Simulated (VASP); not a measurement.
TaN:

```
Ta N
1.0
     0.00000    2.18144    2.18144
     2.18144    0.00000    2.18144
     2.18144    2.18144    0.00000
Ta N
1 1
Cartesian
  2.1814 2.1814 2.1814
  0.0000 0.0000 0.0000
```

Base run:

* Program: VASP 6.6.1
* Functional: PBE
* Potentials or basis: VASP PAW PBE potentials, release 64 (Ta_pv, N)
* Cutoff: 520 eV
* k mesh: 10 × 10 × 10
* Occupations: fermi-dirac, width 0.05 eV
* Spin: no spin polarisation

Its results: band gap on the k mesh zero (band 8 reaches 11.79 eV, above the bottom of band 9 at 7.64 eV); pressure 14.1 GPa.

Q: The run is repeated on the same cell with these changes: functional from PBE to PBEsol. What comes out?

A: Band gap on the k mesh zero (band 8 reaches 11.62 eV, above the bottom of band 9 at 7.45 eV); pressure 4.1 GPa.

PBEsol binds more tightly than PBE, so the same cell stands under less pressure.

Caveats: spin-orbit coupling is left out, which moves the levels of the heavy elements; the PAW data sets were made with another functional, which shifts forces and pressure a little (some runs).
